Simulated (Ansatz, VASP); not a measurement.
Two plane-wave programs on Ge

File INCAR:

```
SYSTEM = Ge
PREC = Accurate ; ENCUT = 520
EDIFF = 1E-6 ; ISMEAR = 0
SIGMA = 0.1 ; LREAL = .FALSE.
LASPH = .TRUE. ; NELM = 80
ALGO = Normal ; ISIF = 2
LWAVE = .FALSE. ; LCHARG = .FALSE.
LDIPOL = .TRUE. ; IDIPOL = 3
DIPOL = 0.5 0.5 0.500 ; GGA = PE
NBANDS = 21
```

KPOINTS

```
Automatic mesh
0
G
  12 12 1
  0 0 0
```

Contents of POSCAR:

```
Ge
1.0
    3.7910000000      0.0000000000      0.0000000000
   -1.8955000000      3.2831023057      0.0000000000
    0.0000000000      0.0000000000     28.0000000000
Ge
2
Direct
    0.3333333333      0.6666666667      0.5051964286
    0.6666666667      0.3333333333      0.4948035714
```

Input for Ansatz:

```yaml
crystal:
  lattice:
    - [3.791, 0.0, 0.0]
    - [-1.8955, 3.2831023057, 0.0]
    - [0.0, 0.0, 28.0]
  atoms:
    - { symbol: Ge, position: [0.3333333333, 0.6666666667, 0.5051964286] }
    - { symbol: Ge, position: [0.6666666667, 0.3333333333, 0.4948035714] }
  periodic: [true, true, false]
basis:
  ecutwfc: 420
kpoints:
  mp_grid: { grid: [12, 12, 1] }
hamiltonian:
  xc: pbe
  pseudopotentials: { kind: paw, azcp: { folder: soft_1 } }
scf:
  occupations: { method: gaussian, width: 0.1 }
output:
  forces: true
  stress: true
  eigenvalues: true
```

Alike in both runs: task single point; functional PBE; k mesh 12 × 12 × 1; occupations gaussian, width 0.1 eV; no spin polarisation.

|  | VASP | Ansatz |
| --- | --- | --- |
| version | VASP 6.6.1 | Ansatz 0.2.0 |
| potentials or method | VASP PAW PBE potentials, release 64 (Ge_d), cutoff 520 eV | scalar-relativistic, plane waves, PAW |
| valence electrons in the cell | 28 | 28 |

VASP gave:

```
gap on the k mesh at the Fermi level (eV) : none
rms of the force components (eV/Å)        : 0.521
```

Question: Estimate Ansatz's values.

Answer: gap on the k mesh at the Fermi level (eV): none; rms of the force components (eV/Å): 0.528.

Atom by atom the forces differ by 0.007 eV/Å (rms over components). A gap of «none» marks a metal or a gap that the smearing closes.
